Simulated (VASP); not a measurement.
# Mo (P6_3/mmc) in VASP: a series of runs

Runs on Mo. Level: BLYP. Tasks: single point.

Everything below comes from runs of VASP 6.6.1. Logs are shortened: lines on timing, memory, paths and dates and some standing lists are left out, and cuts for length are marked.

## Step 1: The cell of the first run

Symmetry: P6_3/mmc, No. 194, hexagonal system. Conventional cell: a = 2.805 Å, b = 2.805 Å, c = 9.825 Å, α = 90.00°, β = 90.00°, γ = 120.00°. Mo (site symmetry -3m) has 12 Mo at 2.80 to 2.94 Å within 3.7 Å. Mo (site symmetry -6m2) has 12 Mo at 2.80 to 2.94 Å within 3.7 Å.

This isn't the form of Mo at room conditions, which is bcc.

## Step 2: Single point, BLYP (16.73 Å³/atom)

The input, INCAR:

```
  PREC = Accurate
  ENCUT = 520
  EDIFF = 1E-6
  ISMEAR = -1
  SIGMA = 0.1
  LREAL = False
  LASPH = True
  NELM = 60
  ALGO = Normal
  ISIF = 2
  LWAVE = False
  LCHARG = False
  GGA = B5
  ALDAX = 1.0
  AGGAX = 1.0
  AGGAC = 1.0
  ALDAC = 0.0
  NBANDS = 36
```

The input, KPOINTS:

```
regular mesh
0
Gamma
  14 14 4
```

The input, POSCAR:

```
Mo
1.0
    2.8047919978      0.0000000000      0.0000000000
   -1.4023959989      2.4290211224      0.0000000000
    0.0000000000      0.0000000000      9.8251707068
Mo
4
Direct
    0.0000000000      0.0000000000      1.0000000000
    1.0000000000      0.0000000000      0.5000000000
    0.3333333333      0.6666666667      0.2500000000
    0.6666666667      0.3333333333      0.7500000000
```

Potentials or basis: VASP PAW PBE potentials, release 64 (Mo_sv).

Command:

```
cat potpaw_PBE.64/Mo_sv/POTCAR > POTCAR
mpirun -np 1 vasp_std > vasp.out
```

OUTCAR:

```text
PREC = Accurate
   ENCUT = 520
   EDIFF = 1E-6
   ISMEAR = -1
   LREAL = False
   LASPH = True
   NELM = 60
   ISIF = 2
   GGA = B5

 ion  position               nearest neighbor table
   1  0.000  0.000  0.000-   3 2.94   4 2.94   3 2.94   4 2.94   4 2.94   3 2.94
   2  0.000  0.000  0.500-   3 2.94   4 2.94   3 2.94   4 2.94   4 2.94   3 2.94
   3  0.333  0.667  0.250-   1 2.94   2 2.94   1 2.94   2 2.94   1 2.94   2 2.94
   4  0.667  0.333  0.750-   1 2.94   2 2.94   1 2.94   2 2.94   1 2.94   2 2.94

  LATTYP: Found a hexagonal cell.
 ALAT       =     2.8047919978
 C/A-ratio  =     3.5029944162

  Lattice vectors:

 A1 = (   2.8047919978,   0.0000000000,   0.0000000000)
 A2 = (  -1.4023959989,   2.4290211224,   0.0000000000)
 A3 = (   0.0000000000,   0.0000000000,   9.8251707068)

Analysis of symmetry for initial positions (statically):
=====================================================================
 Subroutine PRICEL returns:
 Original cell was already a primitive cell.

 Routine SETGRP: Setting up the symmetry group for a
 hexagonal supercell.

 Subroutine GETGRP returns: Found 24 space group operations
 (whereof 12 operations were pure point group operations)
 out of a pool of 24 trial point group operations.

The static configuration has the point symmetry D_3d.
 The point group associated with its full space group is D_6h.

Analysis of symmetry for dynamics (positions and initial velocities):
=====================================================================
 Subroutine PRICEL returns:
 Original cell was already a primitive cell.

 Routine SETGRP: Setting up the symmetry group for a
 hexagonal supercell.

 Subroutine GETGRP returns: Found 24 space group operations
 (whereof 12 operations were pure point group operations)
 out of a pool of 24 trial point group operations.

The dynamic configuration has the point symmetry D_3d.
 The point group associated with its full space group is D_6h.

 Subroutine INISYM returns: Found 24 space group operations
 (whereof 12 operations are pure point group operations),
 and found     1 'primitive' translations

----------------------------------------------------------------------------------------

                                     Primitive cell

  volume of cell :      66.9379

  direct lattice vectors                    reciprocal lattice vectors
     2.804791998  0.000000000  0.000000000     0.356532677  0.205844237  0.000000000
    -1.402395999  2.429021122  0.000000000     0.000000000  0.411688474  0.000000000
     0.000000000  0.000000000  9.825170707     0.000000000  0.000000000  0.101779402

  length of vectors
     2.804791998  2.804791998  9.825170707     0.411688474  0.411688474  0.101779402

  position of ions in fractional coordinates (direct lattice)
     0.000000000  0.000000000  0.000000000
     0.000000000  0.000000000  0.500000000
     0.333333333  0.666666667  0.250000000
     0.666666667  0.333333333  0.750000000

  ion indices of the primitive-cell ions
   primitive index   ion index
                 1           1
                 2           2
                 3           3
                 4           4

----------------------------------------------------------------------------------------

 KPOINTS: regular mesh

Automatic generation of k-mesh.
 Grid dimensions read from file:
 generate k-points for:   14   14    4

 Generating k-lattice:

  Cartesian coordinates                     Fractional coordinates (reciprocal lattice)
     0.025466620  0.014703160  0.000000000     0.071428571  0.000000000  0.000000000
     0.000000000  0.029406320  0.000000000     0.000000000  0.071428571  0.000000000
     0.000000000  0.000000000  0.025444851     0.000000000  0.000000000  0.250000000

  Length of vectors
     0.029406320  0.029406320  0.025444851

  Shift w.r.t. Gamma in fractional coordinates (k-lattice)
     0.000000000  0.000000000  0.000000000

 Subroutine IBZKPT returns following result:
 ===========================================

 Found     72 irreducible k-points:

 Following reciprocal coordinates:
            Coordinates               Weight
  0.000000  0.000000  0.000000      1.000000
  0.071429  0.000000  0.000000      6.000000
  0.142857  0.000000  0.000000      6.000000
  0.214286  0.000000  0.000000      6.000000
  0.285714 -0.000000  0.000000      6.000000
  0.357143  0.000000  0.000000      6.000000
[... 16 lines left out ...]
  0.285714  0.285714  0.000000      6.000000
  0.357143  0.285714  0.000000      6.000000
 [... further k-points ...]
   k-points           NKPTS =     72   k-points in BZ     NKDIM =     72   number of bands    NBANDS=     36
   number of dos      NEDOS =    301   number of ions     NIONS =      4
   total plane-waves  NPLWV =  46080
   dimension x,y,z NGX =    24 NGY =   24 NGZ =   80
   dimension x,y,z NGXF=    48 NGYF=   48 NGZF=  160
   ions per type =               4
   NGX,Y,Z   is equivalent  to a cutoff of  14.23, 14.23, 13.54 a.u.
   NGXF,Y,Z  is equivalent  to a cutoff of  28.45, 28.45, 27.07 a.u.
 SYSTEM =  unknown system
   PREC   = accura    normal or accurate (medium, high low for compatibility)
   ISTART =      0    job   : 0-new  1-cont  2-samecut
   ICHARG =      2    charge: 1-file 2-atom 10-const
   ISPIN  =      1    spin polarized calculation?
   LNONCOLLINEAR =      F non collinear calculations
   LSORBIT =      F    spin-orbit coupling
   LASPH  =      T    aspherical Exc in radial PAW
   ENCUT  =  520.0 eV  38.22 Ry    6.18 a.u.   5.22  5.22 18.27*2*pi/ulx,y,z
   NELM   =     60;   NELMIN=  2; NELMDL= -5     # of ELM steps
   EDIFF  = 0.1E-05   stopping-criterion for ELM
   LREAL  =      F    real-space projection
   EDIFFG = 0.1E-04   stopping-criterion for IOM
   NSW    =      0    number of steps for IOM
   IBRION =     -1    ionic relax: 0-MD 1-quasi-New 2-CG
   NFREE  =      0    steps in history (QN), initial steepest desc. (CG)
   ISIF   =      2    stress and relaxation
   ISYM   =      2    0-nonsym 1-usesym 2-fastsym
   POTIM  = 0.5000    time-step for ionic-motion
   TEBEG  =    0.0;   TEEND  =   0.0 temperature during run
   PSTRESS=    0.0 pullay stress
   NELECT =      56.0000    total number of electrons
   NUPDOWN=      -1.0000    fix difference up-down
   EMIN   =  10.00;   EMAX   =-10.00  energy-range for DOS
   EFERMI =   0.00;   METHOD = LEGACY
   ISMEAR =    -1;   SIGMA  =   0.10  broadening in eV -4-tet -1-fermi 0-gaus
   EFERMI_NEDOS =   21; number of points for ismear=-14 and -15
   IALGO  =     38    algorithm
   IMIX   =      4    mixing-type and parameters
     AMIX     =   0.40;   BMIX     =  1.00
     AMIX_MAG =   1.60;   BMIX_MAG =  1.00
  volume/ion in A,a.u.               =      16.73       112.93
  Fermi-wavevector in a.u.,A,eV,Ry     =   1.542577  2.915048 32.375654  2.379543
  Thomas-Fermi vector in A             =   2.648362
   LORBIT       =      0    0 simple, 1 ext, 2 COOP (PROOUT), +10 PAW based schemes
   GGA     = B5    functional components
   LHFCALC =     F    Hartree Fock is set to
   AEXX    =    0.0000 exact exchange contribution
   IVDW    =     0    specifies the selected vdW correction
   LEPSILON=     F    determine dielectric tensor
   LRPA    =     F    only Hartree local field effects (RPA)
 non-spin polarized calculation
  energy-cutoff  :      520.00
  volume of cell :       66.94
 maximum number of plane-waves:      1824
 NGX is ok and might be reduce to    24
   NGX = 11   NGY = 11   NGZ = 37

 number of electron      55.9999999 magnetization

 Free energy of the ion-electron system (eV)
  ---------------------------------------------------
  ext. energy  EPLUGINS =         0.00000000
  ---------------------------------------------------
  free energy    TOTEN  =       -36.54155552 eV

  energy without entropy =      -36.35886454  energy(sigma->0) =      -36.45021003

 E-fermi :  11.7626     XC(G=0): -12.3538

 val. band max:       11.7528357082   @ k =   0.4286   0.0000   0.2500
 cond. band min:      11.7748726119   @ k =   0.4286   0.0000   0.5000
 fundamental gap:      0.0220369037
 Fermi energy:        11.7625586047

 k-point     1 :       0.0000    0.0000    0.0000
  band No.  band energies     occupation
      1     -48.8934      2.00000
      2     -48.8304      2.00000
      3     -48.8138      2.00000
      4     -48.7498      2.00000
      5     -23.5365      2.00000
      6     -23.0738      2.00000
[... 28 lines left out ...]
     35      13.8776      0.00000
     36      13.8777      0.00000

 k-point     2 :       0.0714    0.0000    0.0000
  band No.  band energies     occupation
      1     -48.8837      2.00000
      2     -48.8222      2.00000
      3     -48.8057      2.00000
      4     -48.7432      2.00000
      5     -23.5183      2.00000
      6     -23.0708      2.00000
[... 28 lines left out ...]
     35      13.9101      0.00000
     36      14.0094      0.00000

 k-point     3 :       0.1429    0.0000    0.0000
  band No.  band energies     occupation
      1     -48.8564      2.00000
      2     -48.7994      2.00000
      3     -48.7828      2.00000
      4     -48.7250      2.00000
      5     -23.4658      2.00000
      6     -23.0685      2.00000
[... 28 lines left out ...]
     35      13.9184      0.00000
     36      14.1456      0.00000
[... 742 lines left out ...]
 k-point    23 :       0.2857    0.2857    0.0000
  band No.  band energies     occupation
      1     -48.6563      2.00000
      2     -48.6491      2.00000
      3     -48.6324      2.00000
      4     -48.6252      2.00000
      5     -23.3862      2.00000
      6     -23.3566      2.00000
[... 28 lines left out ...]
     35      15.1264      0.00000
     36      15.1639      0.00000

 k-point    24 :       0.3571    0.2857    0.0000
  band No.  band energies     occupation
      1     -48.6457      2.00000
      2     -48.6439      2.00000
      3     -48.6271      2.00000
      4     -48.6254      2.00000
      5     -23.3654      2.00000
      6     -23.3206      2.00000
[... 28 lines left out ...]
     35      14.8110      0.00000
     36      14.9992      0.00000

 [... further k-points ...]

------------------------ aborting loop because EDIFF is reached ----------------------------------------

  FORCE on cell =-STRESS in cart. coord.  units (eV):
  Direction    XX          YY          ZZ          XY          YZ          ZX
  --------------------------------------------------------------------------------------
  -------------------------------------------------------------------------------------
  Total        0.4108508      0.4108508      0.2073555     -0.0000000      0.0000000     -0.0000000
  in kB        9.8338284      9.8338284      4.9631120     -0.0000000      0.0000000     -0.0000000
  external PRESSURE =       8.2102563 kB  Pullay stress =       0.0000000 kB

 VOLUME and BASIS-vectors are now :
 -----------------------------------------------------------------------------
  energy-cutoff  :      520.00
  volume of cell :       66.94
      direct lattice vectors                 reciprocal lattice vectors
     2.804791998  0.000000000  0.000000000     0.356532677  0.205844237  0.000000000
    -1.402395999  2.429021122  0.000000000     0.000000000  0.411688474  0.000000000
     0.000000000  0.000000000  9.825170707     0.000000000  0.000000000  0.101779402

 POSITION                                       TOTAL-FORCE (eV/Angst)
 -----------------------------------------------------------------------------------
      0.00000      0.00000      0.00000         0.000000      0.000000     -0.000000
      0.00000      0.00000      4.91259         0.000000      0.000000     -0.000000
     -0.00000      1.61935      2.45629         0.000000      0.000000      0.000000
      1.40240      0.80967      7.36888        -0.000000     -0.000000     -0.000000
 -----------------------------------------------------------------------------------
    total drift:                               -0.000000      0.000000     -0.000000

  FREE ENERGIE OF THE ION-ELECTRON SYSTEM (eV)
  ---------------------------------------------------
  free  energy   TOTEN  =       -36.5415555177 eV

  energy  without entropy=      -36.3588645421  energy(sigma->0) =      -36.45021003
```

It took 2.7 min on 1 thread of Intel Xeon Platinum 8488C (Sapphire Rapids), shared host; peak memory 0.27 GiB.

What came out:

```yaml
Free_energy: -36.5416 eV
Pressure: 0.8 GPa
Band_gap_on_the_k_mesh: zero (bands 28 and 29 overlap by 1.56 eV)
```

Levels at points of the mesh, in eV from the Fermi level:
```csv
k point,band 24,band 25,band 26,band 27,band 28,band 29,band 30,band 31,band 32,band 33
"(0.00, 0.00, 0.00)",-0.74,-0.74,-0.63,-0.63,-0.39,-0.39,-0.25,-0.25,0.93,1.47
"(0.50, 0.00, 0.00)",-1.82,-0.59,-0.46,-0.23,1.12,1.13,2.37,3.19,3.34,3.44
"(0.00, 0.00, 0.50)",-0.64,-0.64,-0.64,-0.39,-0.39,-0.39,-0.39,-0.30,-0.30,1.74
"(0.50, 0.00, 0.50)",-1.94,-0.04,-0.04,0.55,0.55,1.03,1.03,2.63,2.63,4.11
```

Caveat: the PAW data sets were made with another functional, which shifts forces and pressure a little.

## Step 3: Single point, BLYP (17.40 Å³/atom)

This run uses another cell than the first one, of 17.40 Å³/atom.

INCAR, as its differences from that of step 2:

```diff
@@ -7,3 +7,3 @@
   LASPH = True
-  NELM = 60
+  NELM = 100
   ALGO = Normal
```

KPOINTS is that of step 2.

The input, POSCAR:

```
Mo
1.0
    2.8417013883      0.0000000000      0.0000000000
   -1.4208506942      2.4609855923      0.0000000000
    0.0000000000      0.0000000000      9.9544640957
Mo
4
Direct
    0.0000000000      0.0000000000      1.0000000000
    1.0000000000      0.0000000000      0.5000000000
    0.3333333333      0.6666666667      0.2500000000
    0.6666666667      0.3333333333      0.7500000000
```

Potentials or basis: VASP PAW PBE potentials, release 64 (Mo_sv).

Command:

```
cat potpaw_PBE.64/Mo_sv/POTCAR > POTCAR
mpirun -np 1 vasp_std > vasp.out
```

Run time: 2.4 min. Hardware: 1 thread of Intel Xeon Platinum 8488C (Sapphire Rapids), shared host; peak memory 0.27 GiB.

It converged, with:

- Free energy: -36.4887 eV
- Pressure: -7.0 GPa
- Band gap on the k mesh: zero (bands 28 and 29 overlap by 1.51 eV)

Stress tensor (GPa, compression positive):
```
-7.31  0.00  0.00
 0.00 -7.31  0.00
 0.00  0.00 -6.44
```

Levels at points of the mesh, in eV from the Fermi level:
| k point | band 26 | band 27 | band 28 | band 29 | band 30 | band 31 |
| --- | --- | --- | --- | --- | --- | --- |
| (0.00, 0.00, 0.00) | -0.58 | -0.58 | -0.36 | -0.36 | -0.23 | -0.23 |
| (0.50, 0.00, 0.00) | -0.42 | -0.24 | 1.08 | 1.08 | 2.24 | 3.02 |
| (0.00, 0.00, 0.50) | -0.59 | -0.35 | -0.35 | -0.35 | -0.35 | -0.33 |
| (0.50, 0.00, 0.50) | -0.02 | 0.50 | 0.50 | 0.95 | 0.95 | 2.50 |

Caveat: the cell stands under tension; the PAW data sets were made with another functional, which shifts forces and pressure a little.

The gap in the log of VASP goes by the Fermi energy; the results here count the filled bands.